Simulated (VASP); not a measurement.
Write the native input for VASP 6.6.1 that does the following.

```
Task                   : single point
Functional             : PBEsol
Potentials or basis    : VASP PAW PBE potentials, release 64 (Cu, O)
Cutoff                 : 520 eV
k mesh                 : 8 × 8 × 6
Occupations            : fermi-dirac, width 0.05 eV
Spin                   : no spin polarisation
Dipole correction      : no
Further INCAR settings : ALGO = Normal; EDIFF = 1e-07; NBANDS = 25
```

The structure of CuO lies in POSCAR:

```
CuO
1.0
    2.3418500000     -1.7113000000      0.0000000000
    2.3418500000      1.7113000000      0.0000000000
   -0.8500274268      0.0000000000      5.0578693947
Cu O
2 2
Direct
    0.5000000000      0.0000000000      0.5000000000
    0.0000000000      0.5000000000      0.0000000000
    0.4184000000      0.5816000000      0.7500000000
    0.5816000000      0.4184000000      0.2500000000
```

These files were run (other wordings do the same):

INCAR

```
SYSTEM = CuO
PREC = Accurate ; ENCUT = 520
EDIFF = 1E-7 ; ISMEAR = -1
SIGMA = 0.05 ; LREAL = .FALSE.
LASPH = .TRUE. ; NELM = 80
ALGO = Normal ; ISIF = 2
LWAVE = .FALSE. ; LCHARG = .TRUE.
GGA = PS ; LELF = .TRUE.
LVHAR = .TRUE. ; NBANDS = 25
```

KPOINTS

```
regular mesh
0
G
  8 8 6
  0 0 0
```

Potentials or basis: VASP PAW PBE potentials, release 64 (Cu, O).

Run with:

```sh
$ cat potpaw_PBE.64/Cu/POTCAR potpaw_PBE.64/O/POTCAR > POTCAR
$ mpirun -np 1 vasp_std > vasp.out
```

It gave:

```yaml
Pressure: -2.0 GPa
Largest_force: 0.325 eV/Å
Band_gap_on_the_k_mesh: zero (bands 17 and 18 overlap by 0.69 eV)
```

Caveat: the PAW data sets were made with another functional, which shifts forces and pressure a little; semilocal functionals often make such compounds metallic where correlation or magnetic order opens a gap, which also shifts bond lengths.

Run time: 51 s on 1 thread of Intel(R) Xeon(R) 6975P-C (Granite Rapids), on a shared host, peak memory 0.23 GiB.
